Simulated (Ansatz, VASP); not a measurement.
**Two plane-wave programs on Ba2SeS**

INCAR

```
SYSTEM = Ba2SeS
  PREC = Accurate
  ENCUT = 520
  EDIFF = 1E-7
  ISMEAR = 0
  SIGMA = 0.01
  LREAL = .False.
  LASPH = .True.
  NELM = 80
  ALGO = Normal
  ISIF = 2
  LWAVE = .False.
  LCHARG = .False.
  GGA = PE
  NBANDS = 24
```

Contents of KPOINTS:

```
regular mesh
0
Gamma
  4 4 4
  0 0 0
```

The input POSCAR:

```
Ba2SeS
1.0
    4.5841942056      0.0000000000      0.0000000000
    0.0000000000      4.5841942056      0.0000000000
    0.0000000000      0.0000000000      6.4843414520
S Ba Se
1 2 1
Direct
    0.0000000000      0.0000000000      0.0000000000
    0.0000000000      0.0000000000      0.5000000000
    0.5000000000      0.5000000000      0.0000000000
    0.5000000000      0.5000000000      0.5000000000
```

Input for Ansatz:

```yaml
crystal:
  lattice:
    - [4.5841942056, 0.0, 0.0]
    - [0.0, 4.5841942056, 0.0]
    - [0.0, 0.0, 6.484341452]
  atoms:
    - { symbol: S, position: [0.0, 0.0, 0.0] }
    - { symbol: Ba, position: [0.0, 0.0, 0.5] }
    - { symbol: Se, position: [0.5, 0.5, 0.5] }
    - { symbol: Ba, position: [0.5, 0.5, 0.0] }
kpoints:
  mp_grid: { grid: [4, 4, 4] }
hamiltonian:
  xc: pbe
scf:
  occupations: { method: fixed }
  n_extra_bands: 5
output:
  forces: true
  stress: true
  eigenvalues: true
```

Alike in both runs: task single point; functional PBE; k mesh 4 × 4 × 4; no spin polarisation.

```csv
,VASP,Ansatz
version,VASP 6.6.1,Ansatz 0.2.0
potentials or method,"VASP PAW PBE potentials, release 64 (S, Ba_sv, Se)","plane waves, PAW"
plane-wave cutoff (eV),520,420
occupations,"gaussian, width 0.01 eV",fixed
valence electrons in the cell,32,42
```

Ansatz gave:

```
gap on the k mesh at the Fermi level (eV) : 2.06
pressure (GPa)                            : 1.2
```

Estimate VASP's values.

gap on the k mesh at the Fermi level (eV): 1.96; pressure (GPa): 1.8.

VASP's potentials hold 32 valence electrons a cell and Ansatz's 42, so a difference there can come from the potentials and not from the codes.

Neither program's run includes spin-orbit coupling.
